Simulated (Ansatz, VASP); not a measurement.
One calculation of Ag8Br7, two programs

```
Ag Br
1.0
     0.00000    5.84195   -5.84195
     5.84195    5.84195    0.00000
     5.84195    0.00000   -5.84195
Ag Br
8 7
Direct
  0.27475 0.77475 0.22525
  0.27475 0.22525 0.22525
  0.72525 0.77475 0.22525
  0.75000 0.25000 0.25000
  0.25000 0.75000 0.75000
  0.27475 0.22525 0.77475
  0.72525 0.77475 0.77475
  0.72525 0.22525 0.77475
  0.50000 0.50000 0.00000
  0.00000 0.50000 0.00000
  0.00000 0.00000 0.00000
  0.50000 0.50000 0.50000
  0.50000 0.00000 0.50000
  0.00000 0.50000 0.50000
  0.00000 0.00000 0.50000
```

Change from the starting cell: Br vacancy after atom 9 has jumped, atoms relaxed.

Alike in both runs: functional PBE; k mesh 4 × 4 × 4; occupations gaussian, width 0.05 eV; no spin polarisation.

Ansatz relaxed the structure, and its values are those at the end. VASP's run is a single point on that final structure, the one shown.

|  | VASP | Ansatz |
| --- | --- | --- |
| version | VASP 6.6.1 | Ansatz 0.2.0 |
| potentials or method | VASP PAW PBE potentials, release 64 (Ag, Br), cutoff 400 eV | scalar-relativistic, plane waves, PAW |
| valence electrons in the cell | 137 | 201 |

VASP gave:

```
gap on the k mesh at the Fermi level (eV) : none
pressure (GPa)                            : -2.2
```

**Question.** Which values does Ansatz return?

**Answer.** gap on the k mesh at the Fermi level (eV): none; pressure (GPa): -2.0.

A gap of «none» marks a metal or a gap that the smearing closes. The functional is the same, so the differences come from potentials, cutoffs and numerics. VASP's potentials hold 137 valence electrons a cell and Ansatz's 201, so a difference there can come from the potentials and not from the codes. Ansatz's warnings: stress scf threshold loose.
